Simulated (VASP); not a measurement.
The system is AlN.

```
Al N
1.0
     3.15397    0.00000    0.00000
    -1.57698    2.73141    0.00000
     0.00000    0.00000    5.04655
Al N
2 2
Cartesian
  1.5770 0.9105 2.5233
  0.0000 1.8209 0.0000
  1.5770 0.9105 4.4410
  0.0000 1.8209 1.9177
```

This cell differs from its parent crystal: volume scaled by 1.04.

Base run:

```yaml
Program: VASP 6.6.1
Functional: PBEsol
Potentials_or_basis: VASP PAW PBE potentials, release 64 (Al, N)
Cutoff: 520 eV
k_mesh: 10 × 10 × 6
Occupations: fermi-dirac, width 0.05 eV
Spin: no spin polarisation
```

Its results: band gap on the k mesh 3.81 eV, direct; pressure -7.2 GPa; largest force 0.104 eV/Å.

**Question.** After a change of settings the same cell gave: band gap on the k mesh 3.93 eV, direct; pressure -20.6 GPa; largest force 0.123 eV/Å. Which change was it?
A. functional from PBEsol to LDA; potentials or basis from VASP PAW PBE potentials, release 64 (Al, N) to VASP PAW LDA potentials, release 64 (Al, N)
B. functional from PBEsol to RPBE; dispersion from none to D3(BJ)
C. functional from PBEsol to BLYP; further incar settings from ALGO = Normal; EDIFF = 1e-07; NBANDS = 16 to ALGO = Normal; EDIFF = 1e-06; NBANDS = 16
D. functional from PBEsol to SVWN5

**Answer.** B.

Caveats: the PAW data sets were made with another functional, which shifts forces and pressure a little.
